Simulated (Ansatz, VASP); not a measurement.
One calculation of SiC, two programs

```
CELL_PARAMETERS angstrom
3.08075 0.00000 0.00000
-1.54038 2.66801 0.00000
0.00000 0.00000 7.54627
ATOMIC_POSITIONS crystal
Si 0.00000 0.00000 0.00000
Si 0.33333 0.66667 0.33333
Si 0.66667 0.33333 0.66667
C 0.66667 0.33333 0.41667
C 0.33333 0.66667 0.08333
C 0.00000 0.00000 0.75000
```

Alike in both runs: task single point; functional PBEsol; k mesh 12 × 12 × 4; occupations gaussian, width 0.05 eV; no spin polarisation.

|  | VASP | Ansatz |
| --- | --- | --- |
| version | VASP 6.6.1 | Ansatz 0.2.0 |
| potentials or method | VASP PAW PBE potentials, release 64 (Si, C), cutoff 520 eV | scalar-relativistic, plane waves, PAW |
| valence electrons in the cell | 24 | 24 |

```tsv
	VASP	Ansatz	Ansatz less VASP
gap on the k mesh at the Fermi level (eV)	1.23	1.24	+0.010
least direct gap on the mesh (eV)	2.85	2.86	+0.010
pressure (GPa)	0.3	0.0	-0.35
```

VASP's potentials were made for PBE, not for PBEsol. The functional is the same, so the differences come from potentials, cutoffs and numerics.
